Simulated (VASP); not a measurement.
Input of a VASP 6.6.1 run:

File INCAR:

```
PREC = Accurate
ENCUT = 400
EDIFF = 1E-8
ISMEAR = -1
SIGMA = 0.02
LREAL = F
LASPH = T
NELM = 120
ALGO = Normal
ISIF = 2
LWAVE = F
LCHARG = F
GGA = CA
LEFG = T
NBANDS = 15
GGA_COMPAT = F
```

Contents of KPOINTS:

```
Automatic mesh
0
Gamma
  7 7 7
```

The input POSCAR:

```
KI
1.0
    0.0000000000      3.5327750000      3.5327750000
    3.5327750000      0.0000000000      3.5327750000
    3.5327750000      3.5327750000      0.0000000000
K I
1 1
Direct
    0.0000000000      0.0000000000      0.0000000000
    0.5000000000      0.5000000000      0.5000000000
```

Potentials or basis: VASP PAW LDA potentials, release 64 (K_sv, I).

Run with:

```bash
$ cat potpaw_LDA.64/K_sv/POTCAR potpaw_LDA.64/I/POTCAR > POTCAR
$ mpirun -np 1 vasp_std > vasp.out
```

(1) Estimate the band gap on the k mesh.

(2) What does it give for the pressure?

Answers

(1) 3.62 eV.

(2) -1.3 GPa.

Caveat: spin-orbit coupling is left out, which moves the levels of the heavy elements.
